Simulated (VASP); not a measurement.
Wanted: the native input for a VASP 6.6.1 run.

```
Task                   : single point
Functional             : r2SCAN
Potentials or basis    : VASP PAW PBE potentials, release 64 (In_d, P)
Cutoff                 : 520 eV
k mesh                 : 10 × 10 × 10
Occupations            : gaussian, width 0.05 eV
Spin                   : no spin polarisation
Dipole correction      : no
Further INCAR settings : ALGO = Normal; EDIFF = 1e-06; NBANDS = 16
```

Crystal: InP.

```
In P
1.0
     0.00000    2.83886    3.12275
     2.83886    0.00000    3.12275
     2.83886    2.83886    0.00000
In P
1 1
Direct
  0.00000 0.00000 0.00000
  0.75000 0.75000 0.75000
```

This cell differs from its parent crystal: ratio of the length along z to the lengths across it x 1.1, volume and fractional coordinates fixed.

These files were run (other wordings do the same):

POSCAR

```
InP
1.0
    0.0000000000      2.8388612317      3.1227473548
    2.8388612317      0.0000000000      3.1227473548
    2.8388612317      2.8388612317      0.0000000000
In P
1 1
Direct
    0.0000000000      0.0000000000      0.0000000000
    0.7500000000      0.7500000000      0.7500000000
```

INCAR.step1

```
PREC = Accurate
ENCUT = 520
ISMEAR = 0
SIGMA = 0.05
LREAL = F
LASPH = T
NELM = 100
NBANDS = 16
GGA = PE
ALGO = Normal
EDIFF = 1E-4
LWAVE = T
LCHARG = F
```

INCAR.step2

```
PREC = Accurate
ENCUT = 520
EDIFF = 1E-6
ISMEAR = 0
SIGMA = 0.05
LREAL = F
LASPH = T
NELM = 100
ALGO = Normal
ISIF = 2
LWAVE = F
LCHARG = T
METAGGA = R2SCAN
LMIXTAU = T
LELF = T
LVHAR = T
NBANDS = 16
ISTART = 1
```

KPOINTS

```
Automatic mesh
0
Gamma
  10 10 10
```

Potentials or basis: VASP PAW PBE potentials, release 64 (In_d, P).

Command:

```console
$ cat potpaw_PBE.64/In_d/POTCAR potpaw_PBE.64/P/POTCAR > POTCAR
$ cp INCAR.step1 INCAR
$ mpirun -np 1 vasp_std > vasp.out
$ cp INCAR.step2 INCAR
$ mpirun -np 1 vasp_std > vasp.out
```

Results of the run:

```json
{"Pressure": "1.4 GPa", "Band gap on the k mesh": "0.93 eV, direct"}
```

Caveat: the PAW data sets were made with another functional, which shifts forces and pressure a little; spin-orbit coupling is left out, which moves the levels of the heavy elements.

Run time: 4.5 min on 1 thread of Intel(R) Xeon(R) Platinum 8375C CPU @ 2.90GHz (Ice Lake) (shared host), peak memory 0.23 GiB.
